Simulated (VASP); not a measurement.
Input of a VASP 6.6.1 run:

Contents of INCAR:

```
  ALGO = Normal
  EDIFF = 1E-6
  ENCUT = 520
  GGA = PE
  ISIF = 2
  ISMEAR = -1
  LASPH = T
  LCHARG = F
  LREAL = F
  LWAVE = F
  NBANDS = 21
  NELM = 80
  PREC = Accurate
  SIGMA = 0.02
```

KPOINTS

```
k-points
0
Gamma
  8 8 8
```

POSCAR

```
Zn2C
1.0
    0.0000000000      2.5779670629      2.5779670629
    2.5779670629      0.0000000000      2.5779670629
    2.5779670629      2.5779670629      0.0000000000
C Zn
1 2
Direct
    0.0000000000      0.0000000000      0.0000000000
    0.2500000000      0.2500000000      0.2500000000
    0.7500000000      0.7500000000      0.7500000000
```

Potentials or basis: VASP PAW PBE potentials, release 64 (C, Zn).

Run with:

```console
$ cat potpaw_PBE.64/C/POTCAR potpaw_PBE.64/Zn/POTCAR > POTCAR
$ mpirun -np 1 vasp_std > vasp.out
```

Predict the band gap on the k mesh.

zero (filled and empty bands touch).

Predict the pressure.

4.9 GPa.

Caveat: the cell stands under pressure.
